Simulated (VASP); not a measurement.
# InAs (Fm-3m) in VASP: further runs

Aim: see how the results for InAs move with the level of theory and the settings. Levels: LDA, PBEsol. Tasks: single point.

Everything below comes from runs of VASP 6.6.1. Logs are shortened: lines on timing, memory, paths and dates and some standing lists are left out, and cuts for length are marked.

## Step 1: The cell of the first run

Symmetry: Fm-3m, No. 225, cubic system. The conventional cell has a = 5.637 Å, b = 5.637 Å, c = 5.637 Å, α = 90.00°, β = 90.00°, γ = 90.00°. In (site symmetry m-3m) has 6 As at 2.82 Å within 3.7 Å. As (site symmetry m-3m) has 6 In at 2.82 Å within 3.7 Å.

## Step 2: Single point, LDA (volume scaled by 0.94)

Input file INCAR:

```
PREC     = Accurate       # precision mode
ENCUT    = 520            # plane-wave cutoff, eV
EDIFF    = 1E-6           # SCF threshold, eV
ISMEAR   = -1             # smearing method
SIGMA    = 0.05           # smearing width, eV
LREAL    = F              # projectors in reciprocal space
LASPH    = T              # aspherical terms in the spheres
NELM     = 60             # most SCF steps
ALGO     = Normal         # electronic algorithm
ISIF     = 2              # what is computed and relaxed
LWAVE    = F              # write WAVECAR
LCHARG   = F              # write CHGCAR
NBANDS   = 16             # bands
```

Input file KPOINTS:

```
regular mesh
0
Gamma
  8 8 8
```

Input file POSCAR:

```
InAs
1.0
    0.0000000000      2.8185670290      2.8185670290
    2.8185670290      0.0000000000      2.8185670290
    2.8185670290      2.8185670290      0.0000000000
In As
1 1
Direct
    0.5000000000      0.5000000000      0.5000000000
    0.0000000000      0.0000000000      0.0000000000
```

Potentials or basis: VASP PAW LDA potentials, release 64 (In_d, As).

Run with:

```
$ cat potpaw_LDA.64/In_d/POTCAR potpaw_LDA.64/As/POTCAR > POTCAR
$ mpirun -np 1 vasp_std > vasp.out
```

OUTCAR:

```text
PREC = Accurate
   ENCUT = 520
   EDIFF = 1E-6
   ISMEAR = -1
   LREAL = F
   LASPH = T
   NELM = 60
   ISIF = 2

 ion  position               nearest neighbor table
   1  0.500  0.500  0.500-   2 2.82   2 2.82   2 2.82   2 2.82   2 2.82   2 2.82
   2  0.000  0.000  0.000-   1 2.82   1 2.82   1 2.82   1 2.82   1 2.82   1 2.82

  LATTYP: Found a face centered cubic cell.
 ALAT       =     5.6371340580

  Lattice vectors:

 A1 = (   0.0000000000,   2.8185670290,   2.8185670290)
 A2 = (   2.8185670290,   0.0000000000,   2.8185670290)
 A3 = (   2.8185670290,   2.8185670290,   0.0000000000)

Analysis of symmetry for initial positions (statically):
=====================================================================
 Subroutine PRICEL returns:
 Original cell was already a primitive cell.

 Routine SETGRP: Setting up the symmetry group for a
 face centered cubic supercell.

 Subroutine GETGRP returns: Found 48 space group operations
 (whereof 48 operations were pure point group operations)
 out of a pool of 48 trial point group operations.

The static configuration has the point symmetry O_h .

Analysis of symmetry for dynamics (positions and initial velocities):
=====================================================================
 Subroutine PRICEL returns:
 Original cell was already a primitive cell.

 Routine SETGRP: Setting up the symmetry group for a
 face centered cubic supercell.

 Subroutine GETGRP returns: Found 48 space group operations
 (whereof 48 operations were pure point group operations)
 out of a pool of 48 trial point group operations.

The dynamic configuration has the point symmetry O_h .

 Subroutine INISYM returns: Found 48 space group operations
 (whereof 48 operations are pure point group operations),
 and found     1 'primitive' translations

----------------------------------------------------------------------------------------

                                     Primitive cell

  volume of cell :      44.7832

  direct lattice vectors                    reciprocal lattice vectors
     0.000000000  2.818567029  2.818567029    -0.177395107  0.177395107  0.177395107
     2.818567029  0.000000000  2.818567029     0.177395107 -0.177395107  0.177395107
     2.818567029  2.818567029  0.000000000     0.177395107  0.177395107 -0.177395107

  length of vectors
     3.986055719  3.986055719  3.986055719     0.307257339  0.307257339  0.307257339

  position of ions in fractional coordinates (direct lattice)
     0.500000000  0.500000000  0.500000000
     0.000000000  0.000000000  0.000000000

  ion indices of the primitive-cell ions
   primitive index   ion index
                 1           1
                 2           2

----------------------------------------------------------------------------------------

 KPOINTS: regular mesh

Automatic generation of k-mesh.
 Grid dimensions read from file:
 generate k-points for:    8    8    8

 Generating k-lattice:

  Cartesian coordinates                     Fractional coordinates (reciprocal lattice)
    -0.022174388  0.022174388  0.022174388     0.125000000  0.000000000  0.000000000
     0.022174388 -0.022174388  0.022174388     0.000000000  0.125000000  0.000000000
     0.022174388  0.022174388 -0.022174388     0.000000000  0.000000000  0.125000000

  Length of vectors
     0.038407167  0.038407167  0.038407167

  Shift w.r.t. Gamma in fractional coordinates (k-lattice)
     0.000000000  0.000000000  0.000000000

 Subroutine IBZKPT returns following result:
 ===========================================

 Found     29 irreducible k-points:

 Following reciprocal coordinates:
            Coordinates               Weight
  0.000000  0.000000  0.000000      1.000000
  0.125000  0.000000  0.000000      8.000000
  0.250000  0.000000  0.000000      8.000000
  0.375000  0.000000  0.000000      8.000000
  0.500000  0.000000  0.000000      4.000000
  0.125000  0.125000  0.000000      6.000000
[... 16 lines left out ...]
  0.500000  0.250000  0.125000     48.000000
 -0.375000  0.250000  0.125000     24.000000
 [... further k-points ...]
   k-points           NKPTS =     29   k-points in BZ     NKDIM =     29   number of bands    NBANDS=     16
   number of dos      NEDOS =    301   number of ions     NIONS =      2
   total plane-waves  NPLWV =  27000
   dimension x,y,z NGX =    30 NGY =   30 NGZ =   30
   dimension x,y,z NGXF=    60 NGYF=   60 NGZF=   60
   ions per type =               1   1
   NGX,Y,Z   is equivalent  to a cutoff of  12.51, 12.51, 12.51 a.u.
   NGXF,Y,Z  is equivalent  to a cutoff of  25.02, 25.02, 25.02 a.u.
 SYSTEM =  unknown system
   PREC   = accura    normal or accurate (medium, high low for compatibility)
   ISTART =      0    job   : 0-new  1-cont  2-samecut
   ICHARG =      2    charge: 1-file 2-atom 10-const
   ISPIN  =      1    spin polarized calculation?
   LNONCOLLINEAR =      F non collinear calculations
   LSORBIT =      F    spin-orbit coupling
   LASPH  =      T    aspherical Exc in radial PAW
   ENCUT  =  520.0 eV  38.22 Ry    6.18 a.u.   7.41  7.41  7.41*2*pi/ulx,y,z
   NELM   =     60;   NELMIN=  2; NELMDL= -5     # of ELM steps
   EDIFF  = 0.1E-05   stopping-criterion for ELM
   LREAL  =      F    real-space projection
   EDIFFG = 0.1E-04   stopping-criterion for IOM
   NSW    =      0    number of steps for IOM
   IBRION =     -1    ionic relax: 0-MD 1-quasi-New 2-CG
   NFREE  =      0    steps in history (QN), initial steepest desc. (CG)
   ISIF   =      2    stress and relaxation
   ISYM   =      2    0-nonsym 1-usesym 2-fastsym
   POTIM  = 0.5000    time-step for ionic-motion
   TEBEG  =    0.0;   TEEND  =   0.0 temperature during run
   PSTRESS=    0.0 pullay stress
   NELECT =      18.0000    total number of electrons
   NUPDOWN=      -1.0000    fix difference up-down
   EMIN   =  10.00;   EMAX   =-10.00  energy-range for DOS
   EFERMI =   0.00;   METHOD = LEGACY
   ISMEAR =    -1;   SIGMA  =   0.05  broadening in eV -4-tet -1-fermi 0-gaus
   EFERMI_NEDOS =   21; number of points for ismear=-14 and -15
   IALGO  =     38    algorithm
   IMIX   =      4    mixing-type and parameters
     AMIX     =   0.40;   BMIX     =  1.00
     AMIX_MAG =   1.60;   BMIX_MAG =  1.00
  volume/ion in A,a.u.               =      22.39       151.11
  Fermi-wavevector in a.u.,A,eV,Ry     =   1.208168  2.283106 19.860012  1.459670
  Thomas-Fermi vector in A             =   2.343784
   LORBIT       =      0    0 simple, 1 ext, 2 COOP (PROOUT), +10 PAW based schemes
   GGA     = CA    functional components
   LHFCALC =     F    Hartree Fock is set to
   AEXX    =    0.0000 exact exchange contribution
   IVDW    =     0    specifies the selected vdW correction
   LEPSILON=     F    determine dielectric tensor
   LRPA    =     F    only Hartree local field effects (RPA)
 non-spin polarized calculation
  energy-cutoff  :      520.00
  volume of cell :       44.78
 maximum number of plane-waves:      1243
 NGX is ok and might be reduce to    30
   NGX = 15   NGY = 15   NGZ = 15

 number of electron      17.9999995 magnetization

 Free energy of the ion-electron system (eV)
  ---------------------------------------------------
  ext. energy  EPLUGINS =         0.00000000
  ---------------------------------------------------
  free energy    TOTEN  =        -8.75912465 eV

  energy without entropy =       -8.74961423  energy(sigma->0) =       -8.75436944

 E-fermi :   6.4709     XC(G=0): -10.6171

 val. band max:        6.3818278424   @ k =  -0.2500   0.2500   0.0000
 cond. band min:       6.5201840112   @ k =  -0.3750   0.1250   0.0000
 fundamental gap:      0.1383561688
 Fermi energy:         6.4709425524

 k-point     1 :       0.0000    0.0000    0.0000
  band No.  band energies     occupation
      1      -7.8416      2.00000
      2      -7.8416      2.00000
      3      -7.8142      2.00000
      4      -7.8142      2.00000
      5      -7.8142      2.00000
      6      -6.0889      2.00000
[... 8 lines left out ...]
     15      14.1593      0.00000
     16      14.1593      0.00000

 k-point     2 :       0.1250    0.0000    0.0000
  band No.  band energies     occupation
      1      -7.8495      2.00000
      2      -7.8495      2.00000
      3      -7.8149      2.00000
      4      -7.8056      2.00000
      5      -7.8056      2.00000
      6      -5.9067      2.00000
[... 8 lines left out ...]
     15      14.3157      0.00000
     16      14.3157      0.00000

 k-point     3 :       0.2500    0.0000    0.0000
  band No.  band energies     occupation
      1      -7.8722      2.00000
      2      -7.8722      2.00000
      3      -7.8184      2.00000
      4      -7.7813      2.00000
      5      -7.7813      2.00000
      6      -5.3858      2.00000
[... 8 lines left out ...]
     15      15.3792      0.00000
     16      15.3792      0.00000

 k-point     4 :       0.3750    0.0000    0.0000
  band No.  band energies     occupation
      1      -7.8957      2.00000
      2      -7.8957      2.00000
      3      -7.8234      2.00000
      4      -7.7558      2.00000
      5      -7.7558      2.00000
      6      -4.6617      2.00000
[... 8 lines left out ...]
     15      17.0302      0.00000
     16      17.0302      0.00000
[... 324 lines left out ...]
 k-point    22 :       0.3750    0.2500    0.1250
  band No.  band energies     occupation
      1      -7.9583      2.00000
      2      -7.8501      2.00000
      3      -7.8250      2.00000
      4      -7.7683      2.00000
      5      -7.7660      2.00000
      6      -4.8715      2.00000
[... 8 lines left out ...]
     15      17.1645      0.00000
     16      18.2913      0.00000

 k-point    23 :       0.5000    0.2500    0.1250
  band No.  band energies     occupation
      1      -7.9912      2.00000
      2      -7.8684      2.00000
      3      -7.8141      2.00000
      4      -7.7682      2.00000
      5      -7.7463      2.00000
      6      -4.1566      2.00000
[... 8 lines left out ...]
     15      17.7317      0.00000
     16      18.6626      0.00000

 k-point    24 :      -0.3750    0.2500    0.1250
  band No.  band energies     occupation
      1      -8.0022      2.00000
      2      -7.8778      2.00000
      3      -7.8041      2.00000
      4      -7.7744      2.00000
      5      -7.7373      2.00000
      6      -3.7484      2.00000
[... 8 lines left out ...]
     15      16.3545      0.00000
     16      19.6072      0.00000

 [... further k-points ...]
[... 5 lines left out ...]
  --------------------------------------------------------------------------------------
  -------------------------------------------------------------------------------------
  Total       -0.3146747     -0.3146747     -0.3146747     -0.0000000     -0.0000000      0.0000000
  in kB      -11.2578985    -11.2578985    -11.2578985     -0.0000000     -0.0000000      0.0000000
  external PRESSURE =     -11.2578985 kB  Pullay stress =       0.0000000 kB

 VOLUME and BASIS-vectors are now :
 -----------------------------------------------------------------------------
  energy-cutoff  :      520.00
  volume of cell :       44.78
      direct lattice vectors                 reciprocal lattice vectors
     0.000000000  2.818567029  2.818567029    -0.177395107  0.177395107  0.177395107
     2.818567029  0.000000000  2.818567029     0.177395107 -0.177395107  0.177395107
     2.818567029  2.818567029  0.000000000     0.177395107  0.177395107 -0.177395107

 POSITION                                       TOTAL-FORCE (eV/Angst)
 -----------------------------------------------------------------------------------
      2.81857      2.81857      2.81857        -0.000000      0.000000     -0.000000
      0.00000      0.00000      0.00000         0.000000     -0.000000      0.000000
 -----------------------------------------------------------------------------------
    total drift:                                0.000000      0.000000      0.000000

  FREE ENERGIE OF THE ION-ELECTRON SYSTEM (eV)
  ---------------------------------------------------
  free  energy   TOTEN  =        -8.7591246506 eV

  energy  without entropy=       -8.7496142322  energy(sigma->0) =       -8.75436944
```

Wall time 26 s (1 thread of AMD EPYC 7R13, shared host); peak memory 0.16 GiB.

Results:

| Item | Value |
| --- | --- |
| Free energy | -8.7591 eV |
| Pressure | -1.1 GPa |
| Band gap on the k mesh | zero (band 9 reaches 6.85 eV, above the bottom of band 10 at 4.04 eV) |

Levels at points of the mesh, in eV from the Fermi level:
| k point | band 7 | band 8 | band 9 | band 10 | band 11 | band 12 |
| --- | --- | --- | --- | --- | --- | --- |
| (0.00, 0.00, 0.00) | -0.39 | -0.25 | -0.25 | -0.25 | 7.29 | 7.29 |
| (0.50, 0.00, 0.00) | -6.88 | 0.21 | 0.21 | 2.11 | 3.24 | 3.24 |
| (0.50, 0.50, 0.00) | -5.08 | -3.00 | -2.43 | -2.43 | 3.81 | 9.56 |

Caveat: spin-orbit coupling is left out, which moves the levels of the heavy elements.

## Step 3: Single point, PBEsol (volume scaled by 0.94)

Input file INCAR:

```
  ALGO = Normal
  EDIFF = 1E-7
  ENCUT = 520
  GGA = PS
  ISIF = 2
  ISMEAR = -1
  LASPH = True
  LCHARG = False
  LREAL = False
  LWAVE = False
  NBANDS = 16
  NELM = 80
  PREC = Accurate
  SIGMA = 0.05
```

Input file KPOINTS:

```
k-points
0
Gamma
  8 8 8
```

POSCAR is that of step 2.

Potentials or basis: VASP PAW PBE potentials, release 64 (In_d, As).

Run with:

```
$ cat potpaw_PBE.64/In_d/POTCAR potpaw_PBE.64/As/POTCAR > POTCAR
$ mpirun -np 1 vasp_std > vasp.out
```

Run time: 37 s. Hardware: 1 thread of AMD EPYC 7R13, shared host; peak memory 0.18 GiB.

Results (log left out):

```yaml
Free_energy: -8.2110 eV
Pressure: 0.8 GPa
Band_gap_on_the_k_mesh: zero (band 9 reaches 6.86 eV, above the bottom of band 10 at 4.04 eV)
```

Levels at points of the mesh, in eV from the Fermi level:
```tsv
k point	band 5	band 6	band 7	band 8	band 9	band 10	band 11	band 12	band 13	band 14
(0.00, 0.00, 0.00)	-14.28	-12.56	-0.28	-0.24	-0.24	-0.24	7.19	7.19	7.19	7.76
(0.50, 0.00, 0.00)	-14.21	-10.69	-6.88	0.20	0.20	2.10	3.25	3.25	4.77	10.91
(0.50, 0.50, 0.00)	-14.18	-9.62	-5.12	-2.93	-2.45	-2.45	3.70	9.65	9.65	10.50
```

Caveat: the PAW data sets were made with another functional, which shifts forces and pressure a little; spin-orbit coupling is left out, which moves the levels of the heavy elements.

## Step 4: Single point, LDA (volume scaled by 0.96)

Input file INCAR:

```
SYSTEM = InAs
PREC = Accurate
ENCUT = 520
EDIFF = 1E-7
ISMEAR = -1
SIGMA = 0.05
LREAL = .FALSE.
LASPH = .TRUE.
NELM = 60
ALGO = Normal
ISIF = 2
LWAVE = .FALSE.
LCHARG = .FALSE.
NBANDS = 16
```

Input file KPOINTS:

```
regular mesh
0
G
  8 8 8
  0 0 0
```

Input file POSCAR:

```
InAs
1.0
    0.0000000000      2.8384167465      2.8384167465
    2.8384167465      0.0000000000      2.8384167465
    2.8384167465      2.8384167465      0.0000000000
In As
1 1
Direct
    0.5000000000      0.5000000000      0.5000000000
    0.0000000000      0.0000000000      0.0000000000
```

Potentials or basis: VASP PAW LDA potentials, release 64 (In_d, As).

Run with:

```
$ cat potpaw_LDA.64/In_d/POTCAR potpaw_LDA.64/As/POTCAR > POTCAR
$ mpirun -np 1 vasp_std > vasp.out
```

Run time: 32 s. Hardware: 1 thread of AMD EPYC 7R13, shared host; peak memory 0.16 GiB.

It converged, with:

- Free energy: -8.7482 eV
- Pressure: -2.6 GPa
- Band gap on the k mesh: zero (band 9 reaches 6.59 eV, above the bottom of band 10 at 3.86 eV)

Levels at points of the mesh, in eV from the Fermi level:
| k point | band 6 | band 7 | band 8 | band 9 | band 10 | band 11 | band 12 | band 13 |
| --- | --- | --- | --- | --- | --- | --- | --- | --- |
| (0.00, 0.00, 0.00) | -12.41 | -0.54 | -0.23 | -0.23 | -0.23 | 7.27 | 7.27 | 7.27 |
| (0.50, 0.00, 0.00) | -10.62 | -6.76 | 0.21 | 0.21 | 2.09 | 3.23 | 3.23 | 4.57 |
| (0.50, 0.50, 0.00) | -9.62 | -4.94 | -3.02 | -2.36 | -2.36 | 3.84 | 9.38 | 9.38 |

Caveat: spin-orbit coupling is left out, which moves the levels of the heavy elements.

## Step 5: Single point, PBEsol (volume scaled by 0.96)

Input file INCAR:

```
SYSTEM = InAs
  PREC = Accurate
  ENCUT = 520
  EDIFF = 1E-6
  ISMEAR = -1
  SIGMA = 0.05
  LREAL = .FALSE.
  LASPH = .TRUE.
  NELM = 100
  ALGO = Normal
  ISIF = 2
  LWAVE = .FALSE.
  LCHARG = .FALSE.
  GGA = PS
  NBANDS = 16
```

Input file KPOINTS:

```
Automatic mesh
0
G
  8 8 8
  0 0 0
```

POSCAR is that of step 4.

Potentials or basis: VASP PAW PBE potentials, release 64 (In_d, As).

Run with:

```
$ cat potpaw_PBE.64/In_d/POTCAR potpaw_PBE.64/As/POTCAR > POTCAR
$ mpirun -np 1 vasp_std > vasp.out
```

It took 33 s on 1 thread of AMD EPYC 7R13, shared host; peak memory 0.18 GiB.

The run converged. Its results:

```
Free energy            : -8.2115 eV
Pressure               : -0.7 GPa
Band gap on the k mesh : zero (band 9 reaches 6.60 eV, above the bottom of band 10 at 3.86 eV)
```

Levels at points of the mesh, in eV from the Fermi level:
| k point | band 5 | band 6 | band 7 | band 8 | band 9 | band 10 | band 11 | band 12 | band 13 | band 14 |
| --- | --- | --- | --- | --- | --- | --- | --- | --- | --- | --- |
| (0.00, 0.00, 0.00) | -14.25 | -12.41 | -0.43 | -0.23 | -0.23 | -0.23 | 7.18 | 7.18 | 7.18 | 7.65 |
| (0.50, 0.00, 0.00) | -14.18 | -10.60 | -6.76 | 0.19 | 0.19 | 2.08 | 3.24 | 3.24 | 4.63 | 10.78 |
| (0.50, 0.50, 0.00) | -14.15 | -9.60 | -4.98 | -2.94 | -2.38 | -2.38 | 3.74 | 9.48 | 9.48 | 10.31 |

Caveat: the PAW data sets were made with another functional, which shifts forces and pressure a little; spin-orbit coupling is left out, which moves the levels of the heavy elements.

## Step 6: The runs side by side

| level | potentials or basis | cell | gap on the mesh (eV) | pressure (GPa) |
| --- | --- | --- | --- | --- |
| LDA | VASP PAW LDA potentials, release 64 (In_d, As) | a = 3.986 Å, angles 60.0°, 2 atoms | none | -1.1 |
| PBEsol | VASP PAW PBE potentials, release 64 (In_d, As) | a = 3.986 Å, angles 60.0°, 2 atoms | none | 0.8 |
| LDA | VASP PAW LDA potentials, release 64 (In_d, As) | a = 4.014 Å, angles 60.0°, 2 atoms | none | -2.6 |
| PBEsol | VASP PAW PBE potentials, release 64 (In_d, As) | a = 4.014 Å, angles 60.0°, 2 atoms | none | -0.7 |

Alike in all rows: task single point; no spin polarisation; k mesh 8 × 8 × 8; cutoff (eV) 520; smearing fermi-dirac 0.05 eV.

Caveats: spin-orbit coupling is left out, which moves the levels of the heavy elements; the PAW data sets were made with another functional, which shifts forces and pressure a little (some runs).

Total energies depend on the potentials used, so only differences within one code and one set of settings carry meaning.
